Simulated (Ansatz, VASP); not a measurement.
## CuI: VASP beside Ansatz

File INCAR:

```
SYSTEM = CuI
PREC = Accurate ; ENCUT = 520
EDIFF = 1E-6 ; ISMEAR = 0
SIGMA = 0.01 ; LREAL = .FALSE.
LASPH = .TRUE. ; NELM = 80
ALGO = Normal ; ISIF = 2
LWAVE = .FALSE. ; LCHARG = .FALSE.
GGA = B5 ; ALDAX = 1.0
AGGAX = 1.0 ; AGGAC = 1.0
ALDAC = 0.0 ; NBANDS = 26
```

KPOINTS

```
regular mesh
0
G
  4 4 6
  0 0 0
```

The input POSCAR:

```
CuI
1.0
    3.7331675900     -3.7110863700      0.0000000000
    3.7331675900      3.7110863700      0.0000000000
    0.0000000000      0.0000000000      4.3069976700
Cu I
2 2
Direct
    0.4204388296      0.5795611704      0.7499999994
    0.5795611704      0.4204388296      0.2500000006
    0.7700426803      0.2299573197      0.7499999994
    0.2299573197      0.7700426803      0.2500000006
```

Input for Ansatz:

```yaml
crystal:
  lattice:
    - [3.73316759, -3.71108637, 0.0]
    - [3.73316759, 3.71108637, 0.0]
    - [0.0, 0.0, 4.30699767]
  atoms:
    - { symbol: Cu, position: [0.4204388296141973, 0.5795611703858027, 0.7499999994195492] }
    - { symbol: Cu, position: [0.5795611703858027, 0.4204388296141973, 0.25000000058045074] }
    - { symbol: I, position: [0.7700426802516052, 0.22995731974839487, 0.7499999994195492] }
    - { symbol: I, position: [0.22995731974839487, 0.7700426802516052, 0.25000000058045074] }
basis:
  ecutwfc: 510.0
kpoints:
  mp_grid:
    grid: [4, 4, 6]
    shift: [0.0, 0.0, 0.0]
hamiltonian:
  xc: blyp
scf:
  convergence:
    dr2_threshold: 1.0e-10
  occupations:
    method: fixed
output:
  stress: true
```

Alike in both runs: task single point; functional BLYP; k mesh 4 × 4 × 6; no spin polarisation.

```csv
,VASP,Ansatz
version,VASP 6.6.1,Ansatz 0.2.0
potentials or method,"VASP PAW PBE potentials, release 64 (Cu, I), cutoff 520 eV","plane waves, PAW"
occupations,"gaussian, width 0.01 eV",fixed
valence electrons in the cell,36,72
```

|  | VASP | Ansatz | Ansatz less VASP |
| --- | --- | --- | --- |
| pressure (GPa) | 4.3 | 4.1 | -0.20 |
| traceless stress, the component that is largest in VASP (GPa) | -1.87 | -1.74 | +0.130 |

VASP's potentials were made for PBE, not for BLYP. VASP's potentials hold 36 valence electrons a cell and Ansatz's 72, so a difference there can come from the potentials and not from the codes.

Neither program's run includes spin-orbit coupling.
